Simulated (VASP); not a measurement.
A run of VASP 6.6.1 is set up as follows.

File INCAR:

```
SYSTEM = Ga3Bi2As
PREC = Accurate ; ENCUT = 520
EDIFF = 1E-6 ; ISMEAR = -1
SIGMA = 0.02 ; LREAL = .FALSE.
LASPH = .TRUE. ; NELM = 80
ALGO = Normal ; ISIF = 2
LWAVE = .FALSE. ; LCHARG = .FALSE.
GGA = PE ; NBANDS = 46
```

KPOINTS

```
regular mesh
0
G
  6 6 6
  0 0 0
```

The input POSCAR:

```
Ga3Bi2As
1.0
   -2.1944418548      6.5924763960      3.1082694320
    2.1944418548     -6.5924763960      3.1082694320
    2.1944418548      6.5924763960     -3.1082694320
As Ga Bi
1 3 2
Direct
    0.0025714165      0.0025714165      0.0000000000
    0.2208861375      0.7208861375      0.5000000000
    0.6124955649      0.7655448295      0.8469507354
    0.9185940940      0.7655448295      0.1530492646
    0.3317598829     -0.0022736065      0.3340334894
    0.6636929041     -0.0022736065      0.6659665106
```

Potentials or basis: VASP PAW PBE potentials, release 64 (As, Ga_d, Bi_d).

Launch:

```bash
$ cat potpaw_PBE.64/As/POTCAR potpaw_PBE.64/Ga_d/POTCAR potpaw_PBE.64/Bi_d/POTCAR > POTCAR
$ mpirun -np 1 vasp_std > vasp.out
```

Q: What does it give for the pressure?

A: 0.0 GPa.

Q: What does it give for the largest force?

A: 0.009 eV/Å.

Q: Estimate the band gap on the k mesh.

A: Zero (bands 37 and 38 overlap by 0.28 eV).

Forces in eV/Å, atoms in the order of the input:
```
As   0.000  0.000  0.005
Ga   0.000  0.000  0.006
Ga   0.000 -0.007 -0.005
Ga   0.000  0.007 -0.005
Bi   0.000  0.001  0.000
Bi   0.000 -0.001  0.000
```

Caveat: spin-orbit coupling is left out, which moves the levels of the heavy elements.
